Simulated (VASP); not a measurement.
A run of VASP 6.6.1 is set up as follows.

Contents of INCAR:

```
PREC     = Accurate       # precision mode
ENCUT    = 520            # plane-wave cutoff, eV
EDIFF    = 1E-6           # SCF threshold, eV
ISMEAR   = 0              # smearing method
SIGMA    = 0.02           # smearing width, eV
LREAL    = F              # projectors in reciprocal space
LASPH    = T              # aspherical terms in the spheres
NELM     = 80             # most SCF steps
ALGO     = Normal         # electronic algorithm
ISIF     = 2              # what is computed and relaxed
LWAVE    = F              # write WAVECAR
LCHARG   = T              # write CHGCAR
GGA      = PS             # functional
IVDW     = 12             # dispersion correction
LELF     = T              # ELF
LVHAR    = T            
NBANDS   = 35             # bands
```

Contents of KPOINTS:

```
regular mesh
0
Gamma
  12 12 4
```

The input POSCAR:

```
WS2
1.0
    3.0522995749      0.0000000000      0.0000000000
   -1.5261497875      2.6433689719      0.0000000000
    0.0000000000      0.0000000000     11.9183938886
W S
2 4
Direct
    0.3333333333      0.6666666667      0.7499960427
    0.6666666667      0.3333333333      0.2500039573
    0.3333333333      0.6666666667      0.1159101659
    0.6666666667      0.3333333333      0.6159021297
    0.3333333333      0.6666666667      0.3840978703
    0.6666666667      0.3333333333      0.8840898341
```

Potentials or basis: VASP PAW PBE potentials, release 64 (W_sv, S).

Run with:

```bash
$ cat potpaw_PBE.64/W_sv/POTCAR potpaw_PBE.64/S/POTCAR > POTCAR
$ mpirun -np 1 vasp_std > vasp.out
```

Task: What does it give for the band gap on the k mesh?

Result: 0.74 eV, indirect (least direct gap 1.97 eV).

Task: Predict the pressure.

Result: 4.5 GPa.

Task: What does it give for the largest force?

Result: 0.004 eV/Å.

Forces in eV/Å, atoms in the order of the input:
```
W    0.000  0.000  0.000
W    0.000  0.000  0.000
S    0.000  0.000  0.004
S    0.000  0.000  0.004
S    0.000  0.000 -0.004
S    0.000  0.000 -0.004
```

Caveat: the cell differs from its parent crystal (biaxial strain in the a-b plane: -2.0 %); the PAW data sets were made with another functional, which shifts forces and pressure a little; spin-orbit coupling is left out, which moves the levels of the heavy elements. A k mesh can miss the band edges.
